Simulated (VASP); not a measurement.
# Ni2O (P6_3/mmc) in VASP: single point with PBE

Aim: the single point of Ni2O with PBE.

Program: VASP 6.6.1. These are calculated values, not measurements. Logs are shortened: lines on timing, memory, paths and dates and some standing lists are left out, and cuts for length are marked.

**1. The cell of the first run**

It takes space group P6_3/mmc (No. 194, hexagonal). The conventional cell has a = 2.641 Å, b = 2.641 Å, c = 10.127 Å, α = 90.00°, β = 90.00°, γ = 120.00°. Within 2.7 Å of Ni (site symmetry 3m) lie 3 O at 2.04 Å and 7 Ni at 2.34 to 2.64 Å. Within 2.7 Å of O (site symmetry -3m) lie 6 Ni at 2.04 Å and 6 O at 2.64 Å.

**2. Single point, PBE**

INCAR

```
PREC     = Accurate       # precision mode
ENCUT    = 520            # plane-wave cutoff, eV
EDIFF    = 1E-6           # SCF threshold, eV
ISMEAR   = 0              # smearing method
SIGMA    = 0.2            # smearing width, eV
LREAL    = False          # projectors in reciprocal space
LASPH    = True           # aspherical terms in the spheres
NELM     = 100            # most SCF steps
ALGO     = Normal         # electronic algorithm
ISIF     = 2              # what is computed and relaxed
LWAVE    = False          # write WAVECAR
LCHARG   = False          # write CHGCAR
GGA      = PE             # functional
NBANDS   = 64             # bands
```

KPOINTS

```
Automatic mesh
0
Gamma
  12 12 1
```

POSCAR

```
Ni2O
1.0
    2.6412983717      0.0000000000      0.0000000000
   -1.3206491858      2.2874314889      0.0000000000
    0.0000000000      0.0000000000     20.2549694215
Ni O
8 4
Direct
    0.3333333333      0.6666666667      0.4327894359
    0.3333333333      0.6666666667      0.9327894359
    0.3333333333      0.6666666667      0.3172105641
    0.3333333333      0.6666666667      0.8172105641
    0.6666666667      0.3333333333      0.0672105641
    0.6666666667      0.3333333333      0.5672105641
    0.6666666667      0.3333333333      0.1827894359
    0.6666666667      0.3333333333      0.6827894359
    0.0000000000      1.0000000000      0.0000000000
    0.0000000000      1.0000000000      0.5000000000
    0.0000000000      0.0000000000      0.2500000000
    0.0000000000      0.0000000000      0.7500000000
```

Potentials or basis: VASP PAW PBE potentials, release 64 (Ni, O).

Launch:

```sh
$ cat potpaw_PBE.64/Ni/POTCAR potpaw_PBE.64/O/POTCAR > POTCAR
$ mpirun -np 1 vasp_std > vasp.out
```

OUTCAR:

```text
PREC = Accurate
   ENCUT = 520
   EDIFF = 1E-6
   ISMEAR = 0
   LREAL = False
   LASPH = True
   NELM = 100
   ISIF = 2
   GGA = PE

 ion  position               nearest neighbor table
   1  0.333  0.667  0.433-  10 2.04  10 2.04  10 2.04   3 2.34
   2  0.333  0.667  0.933-   9 2.04   9 2.04   9 2.04   4 2.34
   3  0.333  0.667  0.317-  11 2.04  11 2.04  11 2.04   1 2.34
   4  0.333  0.667  0.817-  12 2.04  12 2.04  12 2.04   2 2.34
   5  0.667  0.333  0.067-   9 2.04   9 2.04   9 2.04   7 2.34
   6  0.667  0.333  0.567-  10 2.04  10 2.04  10 2.04   8 2.34
   7  0.667  0.333  0.183-  11 2.04  11 2.04  11 2.04   5 2.34
   8  0.667  0.333  0.683-  12 2.04  12 2.04  12 2.04   6 2.34
   9  0.000  0.000  0.000-   2 2.04   5 2.04   5 2.04   2 2.04   5 2.04   2 2.04
  10  0.000  0.000  0.500-   1 2.04   6 2.04   6 2.04   1 2.04   6 2.04   1 2.04
  11  0.000  0.000  0.250-   3 2.04   7 2.04   7 2.04   3 2.04   7 2.04   3 2.04
  12  0.000  0.000  0.750-   4 2.04   8 2.04   8 2.04   4 2.04   8 2.04   4 2.04

  LATTYP: Found a hexagonal cell.
 ALAT       =     2.6412983717
 C/A-ratio  =     7.6685654444

  Lattice vectors:

 A1 = (   2.6412983717,   0.0000000000,   0.0000000000)
 A2 = (  -1.3206491858,   2.2874314889,   0.0000000000)
 A3 = (   0.0000000000,   0.0000000000,  20.2549694215)

Analysis of symmetry for initial positions (statically):
=====================================================================
 Subroutine PRICEL returns following result:

  LATTYP: Found a hexagonal cell.
 ALAT       =     2.6412983717
 C/A-ratio  =     3.8342827222

  Lattice vectors:

 A1 = (   2.6412983717,   0.0000000000,   0.0000000000)
 A2 = (  -1.3206491858,   2.2874314889,   0.0000000000)
 A3 = (   0.0000000000,   0.0000000000,  10.1274847108)

   2 primitive cells build up your supercell.

 Routine SETGRP: Setting up the symmetry group for a
 hexagonal supercell.

 Subroutine GETGRP returns: Found 24 space group operations
 (whereof 12 operations were pure point group operations)
 out of a pool of 24 trial point group operations.

The static configuration has the point symmetry D_3d.
 The point group associated with its full space group is D_6h.

Analysis of symmetry for dynamics (positions and initial velocities):
=====================================================================
 Subroutine PRICEL returns following result:

  LATTYP: Found a hexagonal cell.
 ALAT       =     2.6412983717
 C/A-ratio  =     3.8342827222

  Lattice vectors:

 A1 = (   2.6412983717,   0.0000000000,   0.0000000000)
 A2 = (  -1.3206491858,   2.2874314889,   0.0000000000)
 A3 = (   0.0000000000,   0.0000000000,  10.1274847108)

   2 primitive cells build up your supercell.

 Routine SETGRP: Setting up the symmetry group for a
 hexagonal supercell.

 Subroutine GETGRP returns: Found 24 space group operations
 (whereof 12 operations were pure point group operations)
 out of a pool of 24 trial point group operations.

The dynamic configuration has the point symmetry D_3d.
 The point group associated with its full space group is D_6h.

 Subroutine INISYM returns: Found 24 space group operations
 (whereof 12 operations are pure point group operations),
 and found     2 'primitive' translations

----------------------------------------------------------------------------------------

                                     Primitive cell

  volume of cell :      61.1881

  direct lattice vectors                    reciprocal lattice vectors
     2.641298372  0.000000000  0.000000000     0.378601680  0.218585782  0.000000000
    -1.320649186  2.287431489  0.000000000     0.000000000  0.437171563  0.000000000
     0.000000000  0.000000000 10.127484711     0.000000000  0.000000000  0.098741201

  length of vectors
     2.641298372  2.641298372 10.127484711     0.437171563  0.437171563  0.098741201

  position of ions in fractional coordinates (direct lattice)
     0.333333333  0.666666667  0.865578872
     0.333333333  0.666666667  0.634421128
     0.666666667  0.333333333  0.134421128
     0.666666667  0.333333333  0.365578872
     0.000000000  0.000000000  0.000000000
     0.000000000  0.000000000  0.500000000

  ion indices of the primitive-cell ions
   primitive index   ion index
                 1           1
                 2           3
                 3           6
                 4           7
                 5          10
                 6          11

----------------------------------------------------------------------------------------

 KPOINTS: Automatic mesh

Automatic generation of k-mesh.
 Grid dimensions read from file:
 generate k-points for:   12   12    1

 Generating k-lattice:

  Cartesian coordinates                     Fractional coordinates (reciprocal lattice)
     0.031550140  0.018215482  0.000000000     0.083333333  0.000000000  0.000000000
     0.000000000  0.036430964  0.000000000     0.000000000  0.083333333  0.000000000
     0.000000000  0.000000000  0.049370600     0.000000000  0.000000000  1.000000000

  Length of vectors
     0.036430964  0.036430964  0.049370600

  Shift w.r.t. Gamma in fractional coordinates (k-lattice)
     0.000000000  0.000000000  0.000000000

 Subroutine IBZKPT returns following result:
 ===========================================

 Found     19 irreducible k-points:

 Following reciprocal coordinates:
            Coordinates               Weight
  0.000000  0.000000  0.000000      1.000000
  0.083333  0.000000  0.000000      6.000000
  0.166667  0.000000  0.000000      6.000000
  0.250000  0.000000  0.000000      6.000000
  0.333333  0.000000  0.000000      6.000000
  0.416667  0.000000  0.000000      6.000000
[... 11 lines left out ...]
  0.333333  0.250000  0.000000     12.000000
  0.333333  0.333333  0.000000      2.000000
   k-points           NKPTS =     19   k-points in BZ     NKDIM =     19   number of bands    NBANDS=     64
   number of dos      NEDOS =    301   number of ions     NIONS =     12
   total plane-waves  NPLWV =  64000
   dimension x,y,z NGX =    20 NGY =   20 NGZ =  160
   dimension x,y,z NGXF=    40 NGYF=   40 NGZF=  320
   ions per type =               8   4
   NGX,Y,Z   is equivalent  to a cutoff of  12.59, 12.59, 13.13 a.u.
   NGXF,Y,Z  is equivalent  to a cutoff of  25.18, 25.18, 26.26 a.u.
 SYSTEM =  unknown system
   PREC   = accura    normal or accurate (medium, high low for compatibility)
   ISTART =      0    job   : 0-new  1-cont  2-samecut
   ICHARG =      2    charge: 1-file 2-atom 10-const
   ISPIN  =      1    spin polarized calculation?
   LNONCOLLINEAR =      F non collinear calculations
   LSORBIT =      F    spin-orbit coupling
   LASPH  =      T    aspherical Exc in radial PAW
   ENCUT  =  520.0 eV  38.22 Ry    6.18 a.u.   4.91  4.91 37.66*2*pi/ulx,y,z
   NELM   =    100;   NELMIN=  2; NELMDL= -5     # of ELM steps
   EDIFF  = 0.1E-05   stopping-criterion for ELM
   LREAL  =      F    real-space projection
   EDIFFG = 0.1E-04   stopping-criterion for IOM
   NSW    =      0    number of steps for IOM
   IBRION =     -1    ionic relax: 0-MD 1-quasi-New 2-CG
   NFREE  =      0    steps in history (QN), initial steepest desc. (CG)
   ISIF   =      2    stress and relaxation
   ISYM   =      2    0-nonsym 1-usesym 2-fastsym
   POTIM  = 0.5000    time-step for ionic-motion
   TEBEG  =    0.0;   TEEND  =   0.0 temperature during run
   PSTRESS=    0.0 pullay stress
   NELECT =     104.0000    total number of electrons
   NUPDOWN=      -1.0000    fix difference up-down
   EMIN   =  10.00;   EMAX   =-10.00  energy-range for DOS
   EFERMI =   0.00;   METHOD = LEGACY
   ISMEAR =     0;   SIGMA  =   0.20  broadening in eV -4-tet -1-fermi 0-gaus
   EFERMI_NEDOS =   21; number of points for ismear=-14 and -15
   IALGO  =     38    algorithm
   IMIX   =      4    mixing-type and parameters
     AMIX     =   0.40;   BMIX     =  1.00
     AMIX_MAG =   1.60;   BMIX_MAG =  1.00
  volume/ion in A,a.u.               =      10.20        68.82
  Fermi-wavevector in a.u.,A,eV,Ry     =   1.550673  2.930347 32.716389  2.404587
  Thomas-Fermi vector in A             =   2.655303
   LORBIT       =      0    0 simple, 1 ext, 2 COOP (PROOUT), +10 PAW based schemes
   GGA     = PE    functional components
   LHFCALC =     F    Hartree Fock is set to
   AEXX    =    0.0000 exact exchange contribution
   IVDW    =     0    specifies the selected vdW correction
   LEPSILON=     F    determine dielectric tensor
   LRPA    =     F    only Hartree local field effects (RPA)
 non-spin polarized calculation
 Gauss-broadening in eV      SIGMA  =   0.20
  energy-cutoff  :      520.00
  volume of cell :      122.38
 maximum number of plane-waves:      3357
 NGX is ok and might be reduce to    20
   NGX =  9   NGY =  9   NGZ = 75

 number of electron     103.9999949 magnetization

 Free energy of the ion-electron system (eV)
  ---------------------------------------------------
  ext. energy  EPLUGINS =         0.00000000
  ---------------------------------------------------
  free energy    TOTEN  =       -63.73416306 eV

  energy without entropy =      -63.30779802  energy(sigma->0) =      -63.52098054

 E-fermi :   7.7609     XC(G=0): -12.6108

 val. band max:        7.7529514961   @ k =   0.3333   0.0000   0.0000
 cond. band min:       7.7609282818   @ k =   0.4167   0.1667   0.0000
 fundamental gap:      0.0079767857
 Fermi energy:         7.7608724037

 k-point     1 :       0.0000    0.0000    0.0000
  band No.  band energies     occupation
      1     -12.8844      2.00000
      2     -12.8747      2.00000
      3     -12.8747      2.00000
      4     -12.8648      2.00000
      5      -0.7930      2.00000
      6      -0.4642      2.00000
[... 56 lines left out ...]
     63      11.4805      0.00000
     64      13.3635      0.00000

 k-point     2 :       0.0833    0.0000    0.0000
  band No.  band energies     occupation
      1     -12.8018      2.00000
      2     -12.7926      2.00000
      3     -12.7926      2.00000
      4     -12.7833      2.00000
      5      -0.6364      2.00000
      6      -0.3238      2.00000
[... 56 lines left out ...]
     63      11.7466      0.00000
     64      13.4274      0.00000

 k-point     3 :       0.1667    0.0000    0.0000
  band No.  band energies     occupation
      1     -12.5679      2.00000
      2     -12.5602      2.00000
      3     -12.5602      2.00000
      4     -12.5526      2.00000
      5      -0.2014      2.00000
      6       0.0603      2.00000
[... 1061 lines left out ...]
     63      13.8718      0.00000
     64      14.2074      0.00000

 k-point    19 :       0.3333    0.3333    0.0000
  band No.  band energies     occupation
      1     -11.2458      2.00000
      2     -11.2453      2.00000
      3     -11.2453      2.00000
      4     -11.2446      2.00000
      5       0.9846      2.00000
      6       0.9846      2.00000
[... 56 lines left out ...]
     63      13.9148      0.00000
     64      13.9148      0.00000

------------------------ aborting loop because EDIFF is reached ----------------------------------------

  FORCE on cell =-STRESS in cart. coord.  units (eV):
  Direction    XX          YY          ZZ          XY          YZ          ZX
  --------------------------------------------------------------------------------------
  -------------------------------------------------------------------------------------
  Total        0.3722998      0.3722998     -0.0022067      0.0000000      0.0000000      0.0000000
  in kB        4.8742320      4.8742320     -0.0288908      0.0000000      0.0000000      0.0000000
  external PRESSURE =       3.2398578 kB  Pullay stress =       0.0000000 kB

 VOLUME and BASIS-vectors are now :
 -----------------------------------------------------------------------------
  energy-cutoff  :      520.00
  volume of cell :      122.38
      direct lattice vectors                 reciprocal lattice vectors
     2.641298372  0.000000000  0.000000000     0.378601680  0.218585782  0.000000000
    -1.320649186  2.287431489  0.000000000     0.000000000  0.437171563  0.000000000
     0.000000000  0.000000000 20.254969422     0.000000000  0.000000000  0.049370600

 POSITION                                       TOTAL-FORCE (eV/Angst)
 -----------------------------------------------------------------------------------
     -0.00000      1.52495      8.76614        -0.000000      0.000000     -0.037526
     -0.00000      1.52495     18.89362        -0.000000     -0.000000     -0.037526
     -0.00000      1.52495      6.42509        -0.000000     -0.000000      0.037526
     -0.00000      1.52495     16.55257        -0.000000      0.000000      0.037526
      1.32065      0.76248      1.36135         0.000000      0.000000      0.037526
      1.32065      0.76248     11.48883         0.000000     -0.000000      0.037526
      1.32065      0.76248      3.70239         0.000000      0.000000     -0.037526
      1.32065      0.76248     13.82988         0.000000     -0.000000     -0.037526
      0.00000      0.00000      0.00000         0.000000      0.000000     -0.000000
      0.00000      0.00000     10.12748         0.000000      0.000000     -0.000000
      0.00000      0.00000      5.06374         0.000000      0.000000     -0.000000
      0.00000      0.00000     15.19123         0.000000      0.000000     -0.000000
 -----------------------------------------------------------------------------------
    total drift:                                0.000000     -0.000000     -0.000000

  FREE ENERGIE OF THE ION-ELECTRON SYSTEM (eV)
  ---------------------------------------------------
  free  energy   TOTEN  =       -63.7341630560 eV

  energy  without entropy=      -63.3077980218  energy(sigma->0) =      -63.52098054
```

Wall time 2 min (1 thread of Intel Xeon 6975P-C (Granite Rapids), shared host); peak memory 0.29 GiB.

Results:

```
Free energy            : -63.7342 eV
Pressure               : 0.3 GPa
Largest force          : 0.038 eV/Å
Band gap on the k mesh : zero (band 52 reaches 7.87 eV, above the bottom of band 53 at 7.51 eV)
```

Forces in eV/Å, atoms in the order of the input:
```
Ni   0.000  0.000 -0.038
Ni   0.000  0.000 -0.038
Ni   0.000  0.000  0.038
Ni   0.000  0.000  0.038
Ni   0.000  0.000  0.038
Ni   0.000  0.000  0.038
Ni   0.000  0.000 -0.038
Ni   0.000  0.000 -0.038
O    0.000  0.000  0.000
O    0.000  0.000  0.000
O    0.000  0.000  0.000
O    0.000  0.000  0.000
```

Stress tensor (GPa, compression positive):
```
0.49 0.00 0.00
0.00 0.49 0.00
0.00 0.00 0.00
```

Caveat: the run has no spin polarisation, though such a crystal can be magnetic. With open d or f shells a metallic result of PBE can be an artefact of self-interaction; +U or a hybrid may open a gap.
